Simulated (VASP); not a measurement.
Set up this calculation in VASP 6.6.1, as the native input.

- Task: relaxation of cell and atoms
- Functional: RPBE
- Potentials or basis: VASP PAW PBE potentials, release 64 (Sc_sv, Al)
- Cutoff: 600 eV
- k mesh: 6 × 6 × 6
- Occupations: fermi-dirac, width 0.1 eV
- Spin: no spin polarisation
- Dipole correction: no
- Further INCAR settings: ALGO = Normal; EDIFF = 1e-06; IBRION = 2; EDIFFG = -0.01; NSW = 60; ISIF = 3

The structure of ScAl3 lies in POSCAR:

```
ScAl3
1.0
    4.0878070000      0.0000000000      0.0000000000
    0.0000000000      4.0878070000      0.0000000000
    0.0000000000      0.0000000000      4.0878070000
Sc Al
1 3
Direct
    0.0000000000      0.0000000000      0.0000000000
    0.5000000000      0.0000000000      0.5000000000
    0.0000000000      0.5000000000      0.5000000000
    0.5000000000      0.5000000000      0.0000000000
```

These files were run (other wordings do the same):

INCAR

```
PREC = Accurate
ENCUT = 600
EDIFF = 1E-6
ISMEAR = -1
SIGMA = 0.1
LREAL = False
LASPH = True
NELM = 60
ALGO = Normal
ISIF = 3
LWAVE = False
LCHARG = False
GGA = RP
IBRION = 2
NSW = 60
EDIFFG = -0.01
```

KPOINTS

```
regular mesh
0
Gamma
  6 6 6
```

Potentials or basis: VASP PAW PBE potentials, release 64 (Sc_sv, Al).

Run with:

```bash
$ cat potpaw_PBE.64/Sc_sv/POTCAR potpaw_PBE.64/Al/POTCAR > POTCAR
$ mpirun -np 1 vasp_std > vasp.out
```

Results of the run:

The relaxed volume is 17.72 Å³/atom. The relaxed cell is a = 4.138 Å, b = 4.138 Å, c = 4.138 Å, α = 90.00°, β = 90.00°, γ = 90.00°, the space group after relaxing (to 0.05 Å) is Pm-3m (No. 221) and the energy gained by relaxing is 6.3 meV/atom. The ionic steps are 3, the pressure after relaxing is 0.0 GPa and the band gap on the k mesh is zero (band 10 reaches 7.78 eV, above the bottom of band 11 at 4.10 eV).

Caveat: the PAW data sets were made with another functional, which shifts forces and pressure a little.

Wall time 23 s on 1 thread of Intel(R) Xeon(R) 6975P-C (Granite Rapids), on a shared host, peak memory 0.21 GiB.
